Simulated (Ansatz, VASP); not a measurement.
# SiC: VASP beside Ansatz

```
Si C
1.0
     3.29815    0.00000    0.00000
    -1.64907    2.85628    0.00000
     0.00000    0.00000    4.99637
Si C
2 2
Direct
  0.33333 0.66667 0.00460
  0.66667 0.33333 0.50460
  0.33333 0.66667 0.38040
  0.66667 0.33333 0.88040
```

Alike in both runs: task relaxation of the atoms; functional LDA; k mesh 12 × 12 × 6; occupations gaussian, width 0.05 eV; no spin polarisation.

|  | VASP | Ansatz |
| --- | --- | --- |
| version | VASP 6.6.1 | Ansatz 0.2.0 |
| potentials or method | VASP PAW LDA potentials, release 64 (Si, C), cutoff 520 eV | scalar-relativistic, plane waves, PAW |
| valence electrons in the cell | 16 | 16 |

Ansatz gave:

| Quantity | Value |
| --- | --- |
| gap on the k mesh at the Fermi level, each at its own relaxed structure (eV) | 1.70 |

Q: What did VASP give for the same quantities?

A: gap on the k mesh at the Fermi level, each at its own relaxed structure (eV): 1.68.

Ansatz warns that its potentials were made for another functional, while VASP's fit it. LDA's correlation is that of Perdew and Zunger in VASP and of Perdew and Wang (1992) in Ansatz. Ansatz's warnings: stress scf threshold loose.
